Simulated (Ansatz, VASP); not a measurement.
**One calculation of InFe2H3, two programs**

```xyz
6
Lattice="2.8460 0.0000 0.0000 -1.4230 2.4647 0.0000 0.0000 0.0000 8.0216" Properties=species:S:1:pos:R:3 pbc="T T T"
In    0.0000    0.0000    0.0000
Fe    0.0000    1.6431    2.9813
Fe    1.4230    0.8216    5.0403
H     0.0000    1.6431    5.7135
H     1.4230    0.8216    2.3081
H     0.0000    0.0000    4.0108
```

Alike in both runs: functional PBE; k mesh 12 × 12 × 4; occupations gaussian, width 0.1 eV; collinear spin.

Ansatz relaxed the structure, and its values are those at the end. VASP's run is a single point on that final structure, the one shown.

```csv
,VASP,Ansatz
version,VASP 6.6.1,Ansatz 0.2.0
potentials or method,"VASP PAW PBE potentials, release 64 (In_d, Fe, H), cutoff 520 eV","scalar-relativistic, plane waves, PAW"
valence electrons in the cell,32,48
```

|  | VASP | Ansatz | Ansatz less VASP |
| --- | --- | --- | --- |
| gap on the k mesh at the Fermi level (eV) | none | none | - |
| pressure (GPa) | 0.0 | 0.0 | -0.02 |
| rms of the force components (eV/Å) | 0.003 | 0.000 | -0.0029 |
| net moment per atom (μB) | 0.73 | 0.73 | 0.000 |
| size of the moment on the site where the two differ most (μB) | 2.23 | 1.97 | -0.262 |

Site moments also hang on the region over which each program counts them. A gap of «none» marks a metal or a gap that the smearing closes. VASP's potentials hold 32 valence electrons a cell and Ansatz's 48, so a difference there can come from the potentials and not from the codes.
